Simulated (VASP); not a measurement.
A run of VASP 6.6.1 is set up as follows.

Contents of INCAR:

```
SYSTEM = SiC
ALGO     = Normal         ! electronic algorithm
EDIFF    = 1E-8           ! SCF threshold, eV
ENCUT    = 520            ! plane-wave cutoff, eV
GGA      = PS             ! functional
ISIF     = 2              ! what is computed and relaxed
ISMEAR   = -1             ! smearing method
LASPH    = .True.         ! aspherical terms in the spheres
LCHARG   = .False.        ! write CHGCAR
LEFG     = .True.       
LREAL    = .False.        ! projectors in reciprocal space
LWAVE    = .False.        ! write WAVECAR
NBANDS   = 16             ! bands
NELM     = 100            ! most SCF steps
PREC     = Accurate       ! precision mode
SIGMA    = 0.08           ! smearing width, eV
```

Contents of KPOINTS:

```
k-points
0
Gamma
  15 15 8
  0 0 0
```

POSCAR

```
SiC
1.0
    3.0963696491      0.0000000000      0.0000000000
   -1.5481848246      2.6815347757      0.0000000000
    0.0000000000      0.0000000000      5.0814314379
Si C
2 2
Direct
    0.3333333333      0.6666666667      0.0000000000
    0.6666666667      0.3333333333      0.5000000000
    0.3333333333      0.6666666667      0.3850000000
    0.6666666667      0.3333333333      0.8850000000
```

Potentials or basis: VASP PAW PBE potentials, release 64 (Si, C).

Command:

```bash
$ cat potpaw_PBE.64/Si/POTCAR potpaw_PBE.64/C/POTCAR > POTCAR
$ mpirun -np 1 vasp_std > vasp.out
```

(1) What does it give for the largest force?

(2) Predict the band gap on the k mesh.

## Answers

(1) 0.721 eV/Å.

(2) 2.20 eV, indirect (least direct gap 3.93 eV).

Caveat: without QUAD_EFG the Cq values of the log hold for a quadrupole moment of 1 mb, not for the nuclei; the PAW data sets were made with another functional, which shifts forces and pressure a little.
